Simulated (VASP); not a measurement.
Wanted: the native input for a VASP 6.6.1 run.

- Task: single point
- Functional: PBEsol
- Potentials or basis: VASP PAW PBE potentials, release 64 (I)
- Cutoff: 520 eV
- k mesh: 6 × 6 × 6
- Occupations: gaussian, width 0.1 eV
- Spin: no spin polarisation
- Dipole correction: no
- Further INCAR settings: ALGO = Normal; EDIFF = 1e-06; NBANDS = 10

The structure of I lies in POSCAR:

```
I
1.0
    3.8321885750      0.0000000000      0.0000000000
   -1.9160942875      3.3187726580      0.0000000000
    0.0000000000      0.0000000000      3.5807011997
I
1
Direct
    0.0000000000      0.0000000000      0.0000000000
```

One way to write it, as run:

INCAR

```
SYSTEM = I
PREC     = Accurate       ! precision mode
ENCUT    = 520            ! plane-wave cutoff, eV
EDIFF    = 1E-6           ! SCF threshold, eV
ISMEAR   = 0              ! smearing method
SIGMA    = 0.1            ! smearing width, eV
LREAL    = .False.        ! projectors in reciprocal space
LASPH    = .True.         ! aspherical terms in the spheres
NELM     = 100            ! most SCF steps
ALGO     = Normal         ! electronic algorithm
ISIF     = 2              ! what is computed and relaxed
LWAVE    = .False.        ! write WAVECAR
LCHARG   = .False.        ! write CHGCAR
GGA      = PS             ! functional
NBANDS   = 10             ! bands
```

KPOINTS

```
regular mesh
0
Gamma
  6 6 6
  0 0 0
```

Potentials or basis: VASP PAW PBE potentials, release 64 (I).

Launch:

```bash
$ cat potpaw_PBE.64/I/POTCAR > POTCAR
$ mpirun -np 1 vasp_std > vasp.out
```

It gave:

```json
{"Pressure": "-4.1 GPa"}
```

Caveat: the PAW data sets were made with another functional, which shifts forces and pressure a little; an odd number of electrons without spin polarisation forces a metal; a magnetic or distorted state may lie lower.

Wall time 4.1 s on 1 thread of Intel(R) Xeon(R) 6975P-C (Granite Rapids) (shared host), peak memory 0.16 GiB.
